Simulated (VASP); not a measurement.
# In2S in VASP: further runs

Runs on In2S. Level: PBE. Tasks: single point.

Everything below comes from runs of VASP 6.6.1. Logs are shortened: lines on timing, memory, paths and dates and some standing lists are left out, and cuts for length are marked.

## Step 1: The cell of the first run

It takes space group P-4m2 (No. 115, tetragonal). Conventional cell: a = 3.988 Å, b = 3.988 Å, c = 5.405 Å, α = 90.00°, β = 90.00°, γ = 90.00°. Within 3.6 Å of In (site symmetry 2mm) lie 2 S at 2.71 Å and 4 In at 3.31 Å. S (site symmetry -4m2) has 4 In at 2.71 Å within 3.6 Å.

## Step 2: Single point, PBE

Input file INCAR:

```
ALGO = Normal ; EDIFF = 1E-6
ENCUT = 520 ; GGA = PE
ISIF = 2 ; ISMEAR = 0
LASPH = True ; LCHARG = True
LELF = True ; LREAL = False
LVHAR = True ; LWAVE = False
NBANDS = 23 ; NELM = 80
PREC = Accurate ; SIGMA = 0.1
```

Input file KPOINTS:

```
k-points
0
Gamma
  4 4 4
```

Input file POSCAR:

```
In2S
1.0
    3.9880224117      0.0000000000      0.0000000000
    0.0000000000      3.9880224117      0.0000000000
    0.0000000000      0.0000000000      5.4049536890
In S
2 1
Direct
    0.5000000000      0.0000000000      0.6602872680
    0.0000000000      0.5000000000      0.3397127320
    0.0000000000      0.0000000000      0.0000000000
```

Potentials or basis: VASP PAW PBE potentials, release 64 (In_d, S).

On the command line:

```sh
> cat potpaw_PBE.64/In_d/POTCAR potpaw_PBE.64/S/POTCAR > POTCAR
> mpirun -np 1 vasp_std > vasp.out
```

OUTCAR:

```text
EDIFF = 1E-6
   ENCUT = 520
   GGA = PE
   ISIF = 2
   ISMEAR = 0
   LASPH = True
   LREAL = False
   NELM = 80
   PREC = Accurate

 ion  position               nearest neighbor table
   1  0.500  0.000  0.660-   3 2.71   3 2.71   2 3.31   2 3.31   2 3.31   2 3.31
   2  0.000  0.500  0.340-   3 2.71   3 2.71   1 3.31   1 3.31   1 3.31   1 3.31
   3  0.000  0.000  0.000-   1 2.71   2 2.71   2 2.71   1 2.71

  LATTYP: Found a simple tetragonal cell.
 ALAT       =     3.9880224117
 C/A-ratio  =     1.3552967188

  Lattice vectors:

 A1 = (   3.9880224117,   0.0000000000,   0.0000000000)
 A2 = (   0.0000000000,   3.9880224117,   0.0000000000)
 A3 = (   0.0000000000,   0.0000000000,   5.4049536890)

Analysis of symmetry for initial positions (statically):
=====================================================================
 Subroutine PRICEL returns:
 Original cell was already a primitive cell.

 Routine SETGRP: Setting up the symmetry group for a
 simple tetragonal supercell.

 Subroutine GETGRP returns: Found  8 space group operations
 (whereof  8 operations were pure point group operations)
 out of a pool of 16 trial point group operations.

The static configuration has the point symmetry D_2d.

Analysis of symmetry for dynamics (positions and initial velocities):
=====================================================================
 Subroutine PRICEL returns:
 Original cell was already a primitive cell.

 Routine SETGRP: Setting up the symmetry group for a
 simple tetragonal supercell.

 Subroutine GETGRP returns: Found  8 space group operations
 (whereof  8 operations were pure point group operations)
 out of a pool of 16 trial point group operations.

The dynamic configuration has the point symmetry D_2d.

 Subroutine INISYM returns: Found  8 space group operations
 (whereof  8 operations are pure point group operations),
 and found     1 'primitive' translations

----------------------------------------------------------------------------------------

                                     Primitive cell

  volume of cell :      85.9621

  direct lattice vectors                    reciprocal lattice vectors
     3.988022412  0.000000000  0.000000000     0.250750848  0.000000000  0.000000000
     0.000000000  3.988022412  0.000000000     0.000000000  0.250750848  0.000000000
     0.000000000  0.000000000  5.404953689     0.000000000  0.000000000  0.185015461

  length of vectors
     3.988022412  3.988022412  5.404953689     0.250750848  0.250750848  0.185015461

  position of ions in fractional coordinates (direct lattice)
     0.500000000  0.000000000  0.660287268
     0.000000000  0.500000000  0.339712732
     0.000000000  0.000000000  0.000000000

  ion indices of the primitive-cell ions
   primitive index   ion index
                 1           1
                 2           2
                 3           3

----------------------------------------------------------------------------------------

 KPOINTS: k-points

Automatic generation of k-mesh.
 Grid dimensions read from file:
 generate k-points for:    4    4    4

 Generating k-lattice:

  Cartesian coordinates                     Fractional coordinates (reciprocal lattice)
     0.062687712  0.000000000  0.000000000     0.250000000  0.000000000  0.000000000
     0.000000000  0.062687712  0.000000000     0.000000000  0.250000000  0.000000000
     0.000000000  0.000000000  0.046253865     0.000000000  0.000000000  0.250000000

  Length of vectors
     0.062687712  0.062687712  0.046253865

  Shift w.r.t. Gamma in fractional coordinates (k-lattice)
     0.000000000  0.000000000  0.000000000

 Subroutine IBZKPT returns following result:
 ===========================================

 Found     18 irreducible k-points:

 Following reciprocal coordinates:
            Coordinates               Weight
  0.000000  0.000000  0.000000      1.000000
  0.250000  0.000000  0.000000      4.000000
  0.500000  0.000000  0.000000      2.000000
  0.250000  0.250000  0.000000      4.000000
  0.500000  0.250000  0.000000      4.000000
  0.500000  0.500000  0.000000      1.000000
[... 10 lines left out ...]
  0.500000  0.250000  0.500000      4.000000
  0.500000  0.500000  0.500000      1.000000
   k-points           NKPTS =     18   k-points in BZ     NKDIM =     18   number of bands    NBANDS=     23
   number of dos      NEDOS =    301   number of ions     NIONS =      3
   total plane-waves  NPLWV =  36000
   dimension x,y,z NGX =    30 NGY =   30 NGZ =   40
   dimension x,y,z NGXF=    60 NGYF=   60 NGZF=   80
   ions per type =               2   1
   NGX,Y,Z   is equivalent  to a cutoff of  12.51, 12.51, 12.30 a.u.
   NGXF,Y,Z  is equivalent  to a cutoff of  25.01, 25.01, 24.61 a.u.
 SYSTEM =  unknown system
   PREC   = accura    normal or accurate (medium, high low for compatibility)
   ISTART =      0    job   : 0-new  1-cont  2-samecut
   ICHARG =      2    charge: 1-file 2-atom 10-const
   ISPIN  =      1    spin polarized calculation?
   LNONCOLLINEAR =      F non collinear calculations
   LSORBIT =      F    spin-orbit coupling
   LASPH  =      T    aspherical Exc in radial PAW
   ENCUT  =  520.0 eV  38.22 Ry    6.18 a.u.   7.42  7.42 10.05*2*pi/ulx,y,z
   NELM   =     80;   NELMIN=  2; NELMDL= -5     # of ELM steps
   EDIFF  = 0.1E-05   stopping-criterion for ELM
   LREAL  =      F    real-space projection
   EDIFFG = 0.1E-04   stopping-criterion for IOM
   NSW    =      0    number of steps for IOM
   IBRION =     -1    ionic relax: 0-MD 1-quasi-New 2-CG
   NFREE  =      0    steps in history (QN), initial steepest desc. (CG)
   ISIF   =      2    stress and relaxation
   ISYM   =      2    0-nonsym 1-usesym 2-fastsym
   POTIM  = 0.5000    time-step for ionic-motion
   TEBEG  =    0.0;   TEEND  =   0.0 temperature during run
   PSTRESS=    0.0 pullay stress
   NELECT =      32.0000    total number of electrons
   NUPDOWN=      -1.0000    fix difference up-down
   EMIN   =  10.00;   EMAX   =-10.00  energy-range for DOS
   EFERMI =   0.00;   METHOD = LEGACY
   ISMEAR =     0;   SIGMA  =   0.10  broadening in eV -4-tet -1-fermi 0-gaus
   EFERMI_NEDOS =   21; number of points for ismear=-14 and -15
   IALGO  =     38    algorithm
   IMIX   =      4    mixing-type and parameters
     AMIX     =   0.40;   BMIX     =  1.00
     AMIX_MAG =   1.60;   BMIX_MAG =  1.00
  volume/ion in A,a.u.               =      28.65       193.37
  Fermi-wavevector in a.u.,A,eV,Ry     =   1.177667  2.225468 18.869908  1.386899
  Thomas-Fermi vector in A             =   2.314009
   LORBIT       =      0    0 simple, 1 ext, 2 COOP (PROOUT), +10 PAW based schemes
   GGA     = PE    functional components
   LHFCALC =     F    Hartree Fock is set to
   AEXX    =    0.0000 exact exchange contribution
   IVDW    =     0    specifies the selected vdW correction
   LEPSILON=     F    determine dielectric tensor
   LRPA    =     F    only Hartree local field effects (RPA)
 non-spin polarized calculation
 Gauss-broadening in eV      SIGMA  =   0.10
  energy-cutoff  :      520.00
  volume of cell :       85.96
 maximum number of plane-waves:      2365
 NGX is ok and might be reduce to    30
   NGX = 15   NGY = 15   NGZ = 21

 number of electron      32.0000014 magnetization

 Free energy of the ion-electron system (eV)
  ---------------------------------------------------
  ext. energy  EPLUGINS =         0.00000000
  ---------------------------------------------------
  free energy    TOTEN  =       -10.01990653 eV

  energy without entropy =      -10.01599218  energy(sigma->0) =      -10.01794935

 E-fermi :   5.2444     XC(G=0):  -9.0918

 val. band max:        5.2418112319   @ k =   0.2500   0.2500   0.0000
 cond. band min:       5.4561002826   @ k =   0.5000   0.2500   0.0000
 fundamental gap:      0.2142890506
 Fermi energy:         5.2443578841

 k-point     1 :       0.0000    0.0000    0.0000
  band No.  band energies     occupation
      1      -9.6294      2.00000
      2      -9.4439      2.00000
      3      -9.4190      2.00000
      4      -9.4190      2.00000
      5      -9.4054      2.00000
      6      -9.3309      2.00000
[... 15 lines left out ...]
     22      11.0619      0.00000
     23      11.4335      0.00000

 k-point     2 :       0.2500    0.0000    0.0000
  band No.  band energies     occupation
      1      -9.5789      2.00000
      2      -9.4683      2.00000
      3      -9.4619      2.00000
      4      -9.4355      2.00000
      5      -9.3858      2.00000
      6      -9.3367      2.00000
[... 15 lines left out ...]
     22      11.0175      0.00000
     23      12.0678      0.00000

 k-point     3 :       0.5000    0.0000    0.0000
  band No.  band energies     occupation
      1      -9.5555      2.00000
      2      -9.4680      2.00000
      3      -9.4632      2.00000
      4      -9.4621      2.00000
      5      -9.4232      2.00000
      6      -9.3206      2.00000
[... 15 lines left out ...]
     22      12.0375      0.00000
     23      12.4566      0.00000

 k-point     4 :       0.2500    0.2500    0.0000
  band No.  band energies     occupation
      1      -9.5987      2.00000
      2      -9.4732      2.00000
      3      -9.4453      2.00000
      4      -9.4194      2.00000
      5      -9.3759      2.00000
      6      -9.3244      2.00000
[... 15 lines left out ...]
     22      11.6800      0.00000
     23      12.8384      0.00000

 k-point     5 :       0.5000    0.2500    0.0000
  band No.  band energies     occupation
      1      -9.6318      2.00000
      2      -9.4854      2.00000
      3      -9.4052      2.00000
      4      -9.3975      2.00000
      5      -9.3717      2.00000
      6      -9.3467      2.00000
[... 278 lines left out ...]
 k-point    16 :       0.2500    0.2500    0.5000
  band No.  band energies     occupation
      1      -9.5664      2.00000
      2      -9.4863      2.00000
      3      -9.4544      2.00000
      4      -9.4041      2.00000
      5      -9.3972      2.00000
      6      -9.3379      2.00000
[... 15 lines left out ...]
     22      11.7482      0.00000
     23      13.6787      0.00000

 k-point    17 :       0.5000    0.2500    0.5000
  band No.  band energies     occupation
      1      -9.5951      2.00000
      2      -9.4773      2.00000
      3      -9.4735      2.00000
      4      -9.4020      2.00000
      5      -9.3454      2.00000
      6      -9.3424      2.00000
[... 15 lines left out ...]
     22      11.5955      0.00000
     23      12.8926      0.00000

 k-point    18 :       0.5000    0.5000    0.5000
  band No.  band energies     occupation
      1      -9.5750      2.00000
      2      -9.4531      2.00000
      3      -9.4499      2.00000
      4      -9.4000      2.00000
      5      -9.4000      2.00000
      6      -9.3383      2.00000
[... 15 lines left out ...]
     22      10.7984      0.00000
     23      13.5299      0.00000

------------------------ aborting loop because EDIFF is reached ----------------------------------------

  FORCE on cell =-STRESS in cart. coord.  units (eV):
  Direction    XX          YY          ZZ          XY          YZ          ZX
  --------------------------------------------------------------------------------------
  -------------------------------------------------------------------------------------
  Total        0.0451824      0.0451824      0.0548368      0.0000000      0.0000000      0.0000000
  in kB        0.8421182      0.8421182      1.0220574      0.0000000      0.0000000      0.0000000
  external PRESSURE =       0.9020979 kB  Pullay stress =       0.0000000 kB

 VOLUME and BASIS-vectors are now :
 -----------------------------------------------------------------------------
  energy-cutoff  :      520.00
  volume of cell :       85.96
      direct lattice vectors                 reciprocal lattice vectors
     3.988022412  0.000000000  0.000000000     0.250750848  0.000000000  0.000000000
     0.000000000  3.988022412  0.000000000     0.000000000  0.250750848  0.000000000
     0.000000000  0.000000000  5.404953689     0.000000000  0.000000000  0.185015461

 POSITION                                       TOTAL-FORCE (eV/Angst)
 -----------------------------------------------------------------------------------
      1.99401      0.00000      3.56882        -0.000000      0.000000     -0.019110
      0.00000      1.99401      1.83613         0.000000      0.000000      0.019110
      0.00000      0.00000      0.00000        -0.000000     -0.000000      0.000000
 -----------------------------------------------------------------------------------
    total drift:                                0.000000      0.000000     -0.000000

  FREE ENERGIE OF THE ION-ELECTRON SYSTEM (eV)
  ---------------------------------------------------
  free  energy   TOTEN  =       -10.0199065255 eV

  energy  without entropy=      -10.0159921838  energy(sigma->0) =      -10.01794935
```

Wall time 20 s (1 thread of Intel Xeon 6975P-C (Granite Rapids), shared host); peak memory 0.19 GiB.

Results:

| Property | Result |
| --- | --- |
| Free energy | -10.0199 eV |
| Pressure | 0.1 GPa |
| Largest force | 0.019 eV/Å |
| Band gap on the k mesh | zero (band 16 reaches 6.46 eV, above the bottom of band 17 at 3.68 eV) |

Forces on the atoms (eV/Å):
```
In   0.000  0.000 -0.019
In   0.000  0.000  0.019
S    0.000  0.000  0.000
```

Caveat: the k points lie up to 0.39 Å⁻¹ apart; spin-orbit coupling is left out, which moves the levels of the heavy elements.

[end of part 1 of 2]
